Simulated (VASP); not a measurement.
# Eu (Pm-3m) in VASP: density of states with PBE

Aim: the density of states of Eu with PBE.

Program: VASP 6.6.1. These are calculated values, not measurements. Logs are shortened: lines on timing, memory, paths and dates and some standing lists are left out, and cuts for length are marked.

## 1. The cell of the first run

Symmetry: Pm-3m, No. 221, cubic system. Conventional cell: a = 2.582 Å, b = 2.582 Å, c = 2.582 Å, α = 90.00°, β = 90.00°, γ = 90.00°. Within 3.4 Å of Eu (site symmetry m-3m) lie 6 Eu at 2.58 Å.

## 2. Density of states, PBE, collinear spin, ferromagnetic start (volume scaled by 0.4)

Input file POSCAR:

```
Eu
1.0
    2.5822522317      0.0000000000      0.0000000000
    0.0000000000      2.5822522317      0.0000000000
    0.0000000000      0.0000000000      2.5822522317
Eu
1
Direct
    0.0000000000      0.0000000000      0.0000000000
```

Input file INCAR.step1:

```
PREC = Accurate
ENCUT = 520
EDIFF = 1E-7
ISMEAR = -1
SIGMA = 0.1
LREAL = F
LASPH = T
NELM = 150
ALGO = Normal
ISIF = 2
LWAVE = F
LCHARG = T
ISPIN = 2
MAGMOM = 7
LMAXMIX = 6
GGA = PE
NBANDS = 18
```

Input file KPOINTS.step1:

```
regular mesh
0
Gamma
  11 11 11
```

Input file INCAR.step2:

```
PREC = Accurate
ENCUT = 520
EDIFF = 1E-7
ISMEAR = -5
SIGMA = 0.1
LREAL = F
LASPH = T
NELM = 150
ALGO = Normal
ISIF = 2
LWAVE = F
LCHARG = F
ISPIN = 2
MAGMOM = 7
LORBIT = 10
LMAXMIX = 6
GGA = PE
NBANDS = 18
NEDOS = 1001
ICHARG = 11
```

Input file KPOINTS.step2:

```
regular mesh
0
Gamma
  17 17 17
```

Potentials or basis: VASP PAW PBE potentials, release 64 (Eu).

Run with:

```console
$ cat potpaw_PBE.64/Eu/POTCAR > POTCAR
$ cp INCAR.step1 INCAR
$ cp KPOINTS.step1 KPOINTS
$ mpirun -np 1 vasp_std > vasp.out
$ cp INCAR.step2 INCAR
$ cp KPOINTS.step2 KPOINTS
$ mpirun -np 1 vasp_std > vasp.out
```

OUTCAR:

```text
PREC = Accurate
   ENCUT = 520
   EDIFF = 1E-7
   ISMEAR = -5
   LREAL = F
   LASPH = T
   NELM = 150
   ISIF = 2
   ISPIN = 2
   LORBIT = 10
   GGA = PE
   ICHARG = 11

 ion  position               nearest neighbor table
   1  0.000  0.000  0.000-

  LATTYP: Found a simple cubic cell.
 ALAT       =     2.5822522317

  Lattice vectors:

 A1 = (   2.5822522317,   0.0000000000,   0.0000000000)
 A2 = (   0.0000000000,   2.5822522317,   0.0000000000)
 A3 = (   0.0000000000,   0.0000000000,   2.5822522317)

Analysis of symmetry for initial positions (statically):
=====================================================================
 Subroutine PRICEL returns:
 Original cell was already a primitive cell.

 Routine SETGRP: Setting up the symmetry group for a
 simple cubic supercell.

 Subroutine GETGRP returns: Found 48 space group operations
 (whereof 48 operations were pure point group operations)
 out of a pool of 48 trial point group operations.

The static configuration has the point symmetry O_h .

Analysis of symmetry for dynamics (positions and initial velocities):
=====================================================================
 Subroutine PRICEL returns:
 Original cell was already a primitive cell.

 Routine SETGRP: Setting up the symmetry group for a
 simple cubic supercell.

 Subroutine GETGRP returns: Found 48 space group operations
 (whereof 48 operations were pure point group operations)
 out of a pool of 48 trial point group operations.

The dynamic configuration has the point symmetry O_h .

Analysis of structural, dynamic, and magnetic symmetry:
=====================================================================
 Subroutine PRICEL returns:
 Original cell was already a primitive cell.

 Routine SETGRP: Setting up the symmetry group for a
 simple cubic supercell.

 Subroutine GETGRP returns: Found 48 space group operations
 (whereof 48 operations were pure point group operations)
 out of a pool of 48 trial point group operations.

The overall configuration has the point symmetry O_h .

 Subroutine INISYM returns: Found 48 space group operations
 (whereof 48 operations are pure point group operations),
 and found     1 'primitive' translations

----------------------------------------------------------------------------------------

                                     Primitive cell

  volume of cell :      17.2185

  direct lattice vectors                    reciprocal lattice vectors
     2.582252232  0.000000000  0.000000000     0.387258839  0.000000000  0.000000000
     0.000000000  2.582252232  0.000000000     0.000000000  0.387258839  0.000000000
     0.000000000  0.000000000  2.582252232     0.000000000  0.000000000  0.387258839

  length of vectors
     2.582252232  2.582252232  2.582252232     0.387258839  0.387258839  0.387258839

  position of ions in fractional coordinates (direct lattice)
     0.000000000  0.000000000  0.000000000

  ion indices of the primitive-cell ions
   primitive index   ion index
                 1           1

----------------------------------------------------------------------------------------

 KPOINTS: regular mesh

Automatic generation of k-mesh.
 Grid dimensions read from file:
 generate k-points for:   17   17   17

 Generating k-lattice:

  Cartesian coordinates                     Fractional coordinates (reciprocal lattice)
     0.022779932  0.000000000  0.000000000     0.058823529  0.000000000  0.000000000
     0.000000000  0.022779932  0.000000000     0.000000000  0.058823529  0.000000000
     0.000000000  0.000000000  0.022779932     0.000000000  0.000000000  0.058823529

  Length of vectors
     0.022779932  0.022779932  0.022779932

  Shift w.r.t. Gamma in fractional coordinates (k-lattice)
     0.000000000  0.000000000  0.000000000

 TETIRR: Found   2433 inequivalent tetrahedra from    29478

 Subroutine IBZKPT returns following result:
 ===========================================

 Found    165 irreducible k-points:

 Following reciprocal coordinates:
            Coordinates               Weight
  0.000000  0.000000  0.000000      1.000000
  0.058824  0.000000  0.000000      6.000000
  0.117647  0.000000  0.000000      6.000000
  0.176471  0.000000  0.000000      6.000000
  0.235294  0.000000  0.000000      6.000000
  0.294118  0.000000  0.000000      6.000000
[... 16 lines left out ...]
  0.411765  0.117647  0.000000     24.000000
  0.470588  0.117647  0.000000     24.000000
 [... further k-points ...]
   k-points           NKPTS =    165   k-points in BZ     NKDIM =    165   number of bands    NBANDS=     18
   number of dos      NEDOS =   1001   number of ions     NIONS =      1
   total plane-waves  NPLWV =   8000
   dimension x,y,z NGX =    20 NGY =   20 NGZ =   20
   dimension x,y,z NGXF=    40 NGYF=   40 NGZF=   40
   ions per type =               1
   NGX,Y,Z   is equivalent  to a cutoff of  12.88, 12.88, 12.88 a.u.
   NGXF,Y,Z  is equivalent  to a cutoff of  25.75, 25.75, 25.75 a.u.
 SYSTEM =  unknown system
   PREC   = accura    normal or accurate (medium, high low for compatibility)
   ISTART =      0    job   : 0-new  1-cont  2-samecut
   ICHARG =     11    charge: 1-file 2-atom 10-const
   ISPIN  =      2    spin polarized calculation?
   LNONCOLLINEAR =      F non collinear calculations
   LSORBIT =      F    spin-orbit coupling
   LASPH  =      T    aspherical Exc in radial PAW
   ENCUT  =  520.0 eV  38.22 Ry    6.18 a.u.   4.80  4.80  4.80*2*pi/ulx,y,z
   NELM   =    150;   NELMIN=  2; NELMDL=  0     # of ELM steps
   EDIFF  = 0.1E-06   stopping-criterion for ELM
   LREAL  =      F    real-space projection
   EDIFFG = 0.1E-05   stopping-criterion for IOM
   NSW    =      0    number of steps for IOM
   IBRION =     -1    ionic relax: 0-MD 1-quasi-New 2-CG
   NFREE  =      0    steps in history (QN), initial steepest desc. (CG)
   ISIF   =      2    stress and relaxation
   ISYM   =      2    0-nonsym 1-usesym 2-fastsym
   POTIM  = 0.5000    time-step for ionic-motion
   TEBEG  =    0.0;   TEEND  =   0.0 temperature during run
   PSTRESS=    0.0 pullay stress
   NELECT =      17.0000    total number of electrons
   NUPDOWN=      -1.0000    fix difference up-down
   EMIN   =  10.00;   EMAX   =-10.00  energy-range for DOS
   EFERMI =   0.00;   METHOD = LEGACY
   ISMEAR =    -5;   SIGMA  =   0.10  broadening in eV -4-tet -1-fermi 0-gaus
   EFERMI_NEDOS =   21; number of points for ismear=-14 and -15
   IALGO  =     38    algorithm
   IMIX   =      4    mixing-type and parameters
     AMIX     =   0.40;   BMIX     =  1.00
     AMIX_MAG =   1.60;   BMIX_MAG =  1.00
  volume/ion in A,a.u.               =      17.22       116.20
  Fermi-wavevector in a.u.,A,eV,Ry     =   1.630143  3.080524 36.155680  2.657368
  Thomas-Fermi vector in A             =   2.722493
   LORBIT       =     10    0 simple, 1 ext, 2 COOP (PROOUT), +10 PAW based schemes
   GGA     = PE    functional components
   LHFCALC =     F    Hartree Fock is set to
   AEXX    =    0.0000 exact exchange contribution
   IVDW    =     0    specifies the selected vdW correction
   LEPSILON=     F    determine dielectric tensor
   LRPA    =     F    only Hartree local field effects (RPA)
 spin polarized calculation
 Fermi weights with tetrahedron method with Bloechl corrections
  energy-cutoff  :      520.00
  volume of cell :       17.22
 maximum number of plane-waves:       474
 NGX is ok and might be reduce to    20

 number of electron      17.0000003 magnetization       6.7212080

 Free energy of the ion-electron system (eV)
  ---------------------------------------------------
  ext. energy  EPLUGINS =         0.00000000
  ---------------------------------------------------
  free energy    TOTEN  =        -8.81891312 eV

  energy without entropy =       -8.81891312  energy(sigma->0) =       -8.81891312

 E-fermi :   6.9838     XC(G=0): -13.2413

 val. band max:        7.0582268010   @ k =   0.2353   0.2353   0.1176
 cond. band min:       6.8815664152   @ k =   0.3529   0.0588   0.0588
 fundamental gap:     -0.1766603859
 Fermi energy:         6.9838250060

 spin component 1

 k-point     1 :       0.0000    0.0000    0.0000
  band No.  band energies     occupation
      1     -36.2579      1.00000
      2     -11.5781      1.00000
      3     -11.5781      1.00000
      4     -11.5781      1.00000
      5       3.4088      1.00000
      6       4.3516      1.00000
[... 10 lines left out ...]
     17      19.2609      0.00000
     18      26.0480      0.00000

 k-point     2 :       0.0588    0.0000    0.0000
  band No.  band energies     occupation
      1     -36.2287      1.00000
      2     -11.8507      1.00000
      3     -11.5555      1.00000
      4     -11.5555      1.00000
      5       3.5729      1.00000
      6       4.3777      1.00000
[... 10 lines left out ...]
     17      19.2938      0.00000
     18      25.3733      0.00000

 k-point     3 :       0.1176    0.0000    0.0000
  band No.  band energies     occupation
      1     -36.1439      1.00000
      2     -12.5760      1.00000
      3     -11.4903      1.00000
      4     -11.4903      1.00000
      5       3.8461      1.00000
      6       4.4525      1.00000
[... 10 lines left out ...]
     17      19.3889      0.00000
     18      23.9914      0.00000

 k-point     4 :       0.1765    0.0000    0.0000
  band No.  band energies     occupation
      1     -36.0121      1.00000
      2     -13.5567      1.00000
      3     -11.3898      1.00000
      4     -11.3898      1.00000
      5       4.0896      1.00000
      6       4.5649      1.00000
[... 375 lines left out ...]
      4     -10.9305      1.00000
      5       4.7243      1.00000
      6       4.9811      1.00000
[... 10 lines left out ...]
     17      18.6866      0.00000
     18      22.3312      0.00000

 k-point    23 :       0.4118    0.1176    0.0000
  band No.  band energies     occupation
      1     -35.2614      1.00000
      2     -16.8630      1.00000
      3     -11.8388      1.00000
      4     -10.8384      1.00000
      5       4.7080      1.00000
      6       4.9964      1.00000
[... 10 lines left out ...]
     17      18.8501      0.00000
     18      23.1647      0.00000

 k-point    24 :       0.4706    0.1176    0.0000
  band No.  band energies     occupation
      1     -35.1900      1.00000
      2     -17.1647      1.00000
      3     -11.7813      1.00000
      4     -10.7883      1.00000
      5       4.6846      1.00000
      6       5.0135      1.00000
[... 10 lines left out ...]
     17      18.9405      0.00000
     18      22.9856      0.00000

 [... further k-points ...]

 spin component 2

 k-point     1 :       0.0000    0.0000    0.0000
  band No.  band energies     occupation
      1     -33.4532      1.00000
      2      -9.2383      1.00000
      3      -9.2383      1.00000
      4      -9.2383      1.00000
      5       4.2925      1.00000
      6       5.6626      1.00000
[... 10 lines left out ...]
     17      20.8758      0.00000
     18      27.1814      0.00000

 k-point     2 :       0.0588    0.0000    0.0000
  band No.  band energies     occupation
      1     -33.4211      1.00000
      2      -9.5459      1.00000
      3      -9.2130      1.00000
      4      -9.2130      1.00000
      5       4.4757      1.00000
      6       5.7048      1.00000
[... 10 lines left out ...]
     17      20.9125      0.00000
     18      26.5151      0.00000

 k-point     3 :       0.1176    0.0000    0.0000
  band No.  band energies     occupation
      1     -33.3276      1.00000
      2     -10.3536      1.00000
      3      -9.1401      1.00000
      4      -9.1401      1.00000
      5       4.8274      1.00000
      6       5.8296      1.00000
[... 10 lines left out ...]
     17      21.0186      0.00000
     18      25.1882      0.00000

 k-point     4 :       0.1765    0.0000    0.0000
  band No.  band energies     occupation
      1     -33.1816      1.00000
      2     -11.4272      1.00000
      3      -9.0274      1.00000
      4      -9.0274      1.00000
      5       5.2066      1.00000
      6       6.0311      1.00000
[... 375 lines left out ...]
      4      -8.5095      1.00000
      5       6.8913      0.78269
      6       7.6883     -0.00719
[... 10 lines left out ...]
     17      20.3489      0.00000
     18      23.9433      0.00000

 k-point    23 :       0.4118    0.1176    0.0000
  band No.  band energies     occupation
      1     -32.3415      1.00000
      2     -14.9693      1.00000
      3      -9.5122      1.00000
      4      -8.4046      1.00000
      5       7.2807      0.07336
      6       7.7740      0.00000
[... 10 lines left out ...]
     17      20.5274      0.00000
     18      24.6633      0.00000

 k-point    24 :       0.4706    0.1176    0.0000
  band No.  band energies     occupation
      1     -32.2602      1.00000
      2     -15.2913      1.00000
      3      -9.4455      1.00000
      4      -8.3473      1.00000
      5       7.4937      0.04725
      6       7.8645      0.00000
[... 10 lines left out ...]
     17      20.6264      0.00000
     18      24.4385      0.00000

 [... further k-points ...]
[... 5 lines left out ...]
  --------------------------------------------------------------------------------------
  -------------------------------------------------------------------------------------
  Total        6.7722074      6.7722074      6.7722074     -0.0000000      0.0000000     -0.0000000
  in kB      630.1513140    630.1513140    630.1513140     -0.0000000      0.0000000     -0.0000000
  external PRESSURE =     630.1513140 kB  Pullay stress =       0.0000000 kB

 VOLUME and BASIS-vectors are now :
 -----------------------------------------------------------------------------
  energy-cutoff  :      520.00
  volume of cell :       17.22
      direct lattice vectors                 reciprocal lattice vectors
     2.582252232  0.000000000  0.000000000     0.387258839  0.000000000  0.000000000
     0.000000000  2.582252232  0.000000000     0.000000000  0.387258839  0.000000000
     0.000000000  0.000000000  2.582252232     0.000000000  0.000000000  0.387258839

 POSITION                                       TOTAL-FORCE (eV/Angst)
 -----------------------------------------------------------------------------------
      0.00000      0.00000      0.00000         0.000000      0.000000      0.000000
 -----------------------------------------------------------------------------------
    total drift:                                0.000000      0.000000      0.000000

  FREE ENERGIE OF THE ION-ELECTRON SYSTEM (eV)
  ---------------------------------------------------
  free  energy   TOTEN  =        -8.8189131242 eV

  energy  without entropy=       -8.8189131242  energy(sigma->0) =       -8.81891312

 total charge

# of ion       s       p       d       f       tot
--------------------------------------------------
    1        2.071   5.677   1.271   6.592  15.612

 magnetization (x)

# of ion       s       p       d       f       tot
--------------------------------------------------
    1        0.010  -0.092   0.272   6.356   6.547
```

It took 63 s on 1 thread of Intel Xeon 6975P-C (Granite Rapids), shared host; peak memory 0.2 GiB.

What came out:

```
Net moment                                            : 6.72 μB per cell
Site moments                                          : Eu +6.55 μB
Valence electrons inside the program's atomic spheres : Eu 15.61
```

Levels at points of the mesh, in eV from the Fermi level:
Spin up:
```
           k point  band 8  band 9  band 10  band 11  band 12  band 13  band 14  band 15  band 16  band 17
(0.00, 0.00, 0.00)   -1.31   -1.31    -1.31    -0.85    -0.85    -0.85    -0.68    12.28    12.28    12.28
```
Spin down:
```
           k point  band 2  band 3  band 4  band 5  band 6  band 7  band 8  band 9
(0.00, 0.00, 0.00)  -16.22  -16.22  -16.22   -2.69   -1.32   -1.32    3.25    3.25
```

Caveat: spin-orbit coupling is left out, which moves the levels of the heavy elements; tetrahedron occupations give inexact forces and stress in metals. The state reached can hang on the start; a lower one may exist.
